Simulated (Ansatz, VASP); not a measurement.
Zr: VASP beside Ansatz

INCAR

```
SYSTEM = Zr
PREC = Accurate
ENCUT = 520
EDIFF = 1E-8
ISMEAR = -1
SIGMA = 0.03
LREAL = .FALSE.
LASPH = .TRUE.
NELM = 100
ALGO = Normal
ISIF = 2
LWAVE = .FALSE.
LCHARG = .FALSE.
LEFG = .TRUE.
NBANDS = 19
```

File KPOINTS:

```
regular mesh
0
G
  13 13 7
  0 0 0
```

POSCAR

```
Zr
1.0
    3.2953868297      0.0000000000      0.0000000000
   -1.6476934148      2.8538887098      0.0000000000
    0.0000000000      0.0000000000      5.2479471970
Zr
2
Direct
    0.3333333333      0.6666666667      0.2500000000
    0.6666666667      0.3333333333      0.7500000000
```

Input for Ansatz:

```yaml
crystal:
  lattice:
    - [3.2953868297, 0.0, 0.0]
    - [-1.6476934148, 2.8538887098, 0.0]
    - [0.0, 0.0, 5.247947197]
  atoms:
    - { symbol: Zr, position: [0.3333333333, 0.6666666667, 0.25] }
    - { symbol: Zr, position: [0.6666666667, 0.3333333333, 0.75] }
kpoints:
  mp_grid: { grid: [13, 13, 7] }
scf:
  occupations: { method: fermi_dirac, width: 0.03 }
hamiltonian:
  xc: lda
  pseudopotentials: { kind: paw }
output:
  forces: true
  stress: true
  eigenvalues: true
  efg: { contact_densities: true }
  write_density: true
  write_potential: true
  elf: true
  volumetric_format: npy
```

Change from the starting cell: volume scaled by 1.06, PAW files.

Alike in both runs: task electric field gradients; functional LDA; k mesh 13 × 13 × 7; occupations fermi-dirac, width 0.03 eV; no spin polarisation.

|  | VASP | Ansatz |
| --- | --- | --- |
| version | VASP 6.6.1 | Ansatz 0.2.0 |
| potentials or method | VASP PAW LDA potentials, release 64 (Zr_sv) | PAW with Ansatz's default frozen-core files, scalar-relativistic |
| plane-wave cutoff (eV) | 520 | 420 |
| valence electrons in the cell | 24 | 24 |

|  | VASP | Ansatz | Ansatz less VASP |
| --- | --- | --- | --- |
| pressure (GPa) | -10.4 | -10.5 | -0.07 |
| traceless stress, the component that is largest in VASP (GPa) | 0.31 | 0.29 | -0.017 |
| size of Vzz on the site where it differs most (V/Å²) | 34.5 | 35.0 | +0.46 |

LDA's correlation is that of Perdew and Zunger in VASP and of Perdew and Wang (1992) in Ansatz.
